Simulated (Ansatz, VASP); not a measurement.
## PbS: VASP beside Ansatz

Contents of POSCAR:

```
PbS
1.0
    0.0000000000      3.0076852300      3.0076852300
    3.0076852300      0.0000000000      3.0076852300
    3.0076852300      3.0076852300      0.0000000000
Pb S
1 1
Direct
    0.0000000000      0.0000000000      0.0000000000
    0.5000000000      0.5000000000      0.5000000000
```

File INCAR.step1:

```
SYSTEM = PbS
PREC = Accurate
ENCUT = 520
ISMEAR = -1
SIGMA = 0.02
LREAL = .False.
LASPH = .True.
NELM = 80
GGA = PE
ALGO = Normal
EDIFF = 1E-4
LWAVE = .True.
LCHARG = .False.
```

File INCAR.step2:

```
SYSTEM = PbS
PREC = Accurate
ENCUT = 520
EDIFF = 1E-6
ISMEAR = -1
SIGMA = 0.02
LREAL = .False.
LASPH = .True.
NELM = 80
ALGO = Normal
ISIF = 2
LWAVE = .False.
LCHARG = .False.
METAGGA = R2SCAN
LMIXTAU = .True.
IBRION = 2
NSW = 50
EDIFFG = -0.01
ISTART = 1
```

KPOINTS

```
Automatic mesh
0
Gamma
  8 8 8
  0 0 0
```

Input for Ansatz:

```yaml
crystal:
  lattice:
    - [0.0, 3.00768523, 3.00768523]
    - [3.00768523, 0.0, 3.00768523]
    - [3.00768523, 3.00768523, 0.0]
  atoms:
    - { symbol: Pb, position: [0.0, 0.0, 0.0] }
    - { symbol: S, position: [0.5, 0.5, 0.5] }
  symmetry: { tolerance: 0.0003 }
hamiltonian:
  xc: r2scan
  pseudopotentials: { kind: paw, azcp: { folder: soft_1 } }
basis:
  ecutwfc: 500
magnetization:
  spin_polarized: false
scf:
  occupations: { method: fermi_dirac, width: 0.02 }
kpoints:
  mp_grid: { grid: [8, 8, 8], shift: [0, 0, 0] }
  band_path:
    path:
      - [0.0, 0.0, 0.0]
      - [0.5, 0.0, 0.5]
      - [0.625, 0.25, 0.625]
      - [0.375, 0.375, 0.75]
      - [0.0, 0.0, 0.0]
      - [0.5, 0.5, 0.5]
      - [0.5, 0.25, 0.75]
      - [0.5, 0.0, 0.5]
    npoints: 10
output:
  forces: true
  stress: true
  eigenvalues: true
  write_potential: true
  elf: true
  volumetric_format: npy
  dos: { e_range: [-12, 8], de: 0.05 }
relax:
  max_steps: 30
```

Alike in both runs: task relaxation of the atoms; functional r2SCAN; k mesh 8 × 8 × 8; occupations fermi-dirac, width 0.02 eV; no spin polarisation.

|  | VASP | Ansatz |
| --- | --- | --- |
| version | VASP 6.6.1 | Ansatz 0.2.0 |
| potentials or method | VASP PAW PBE potentials, release 64 (Pb_d, S), cutoff 520 eV | PAW plane waves |
| valence electrons in the cell | 20 | 20 |

|  | VASP | Ansatz | Ansatz less VASP |
| --- | --- | --- | --- |
| gap on the k mesh at the Fermi level, each at its own relaxed structure (eV) | 0.77 | 0.77 | -0.001 |

VASP's potentials were made for PBE, not for r2SCAN. Ansatz's warnings: stress scf threshold loose.

Neither program's run includes spin-orbit coupling. Noted on VASP's run: the relaxation stopped at its first step, so nothing moved.
